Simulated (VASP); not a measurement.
**Sn: single point with r2SCAN**

The system is Sn.

```xyz
2
Lattice="0.0000 3.3371 3.0701 3.3371 0.0000 3.0701 3.3371 3.3371 0.0000" Properties=species:S:1:pos:R:3 pbc="T T T"
Sn    3.3371    3.3371    3.0701
Sn    5.0056    5.0056    4.6052
```

This cell differs from its parent crystal: ratio of the length along z to the lengths across it x 0.92, volume and fractional coordinates fixed.

```
Program                : VASP 6.6.1
Task                   : single point
Functional             : r2SCAN
Potentials or basis    : VASP PAW PBE potentials, release 64 (Sn_d)
Cutoff                 : 520 eV
k mesh                 : 14 × 14 × 14
Occupations            : gaussian, width 0.15 eV
Spin                   : no spin polarisation
Dipole correction      : no
Further INCAR settings : ALGO = Normal; EDIFF = 1e-06; NBANDS = 21
```

The pressure is 1.5 GPa.

Stress tensor (GPa, compression positive):
```
0.67 0.00 0.00
0.00 0.67 0.00
0.00 0.00 3.19
```

Levels at points of the mesh, in eV from the Fermi level:
```
           k point  band 10  band 11  band 12  band 13  band 14  band 15  band 16  band 17  band 18  band 19
(0.00, 0.00, 0.00)   -22.05   -11.18    -0.48    -0.24    -0.24     0.30     1.93     2.31     2.31     5.36
(0.50, 0.00, 0.00)   -22.00    -9.46    -6.65    -1.62    -1.04    -0.01     3.12     3.58     5.96     8.42
(0.50, 0.50, 0.00)   -22.03    -7.70    -7.70    -3.03    -3.03     0.50     0.50     8.12     8.12     9.87
(0.50, 0.00, 0.50)   -21.99    -8.01    -8.01    -2.56    -2.56     1.05     1.05     7.76     7.76     9.29
```

It took 6.6 min on 1 thread of Intel(R) Xeon(R) 6975P-C (Granite Rapids) (shared host), peak memory 0.41 GiB.

Caveat: the PAW data sets were made with another functional, which shifts forces and pressure a little; spin-orbit coupling is left out, which moves the levels of the heavy elements.
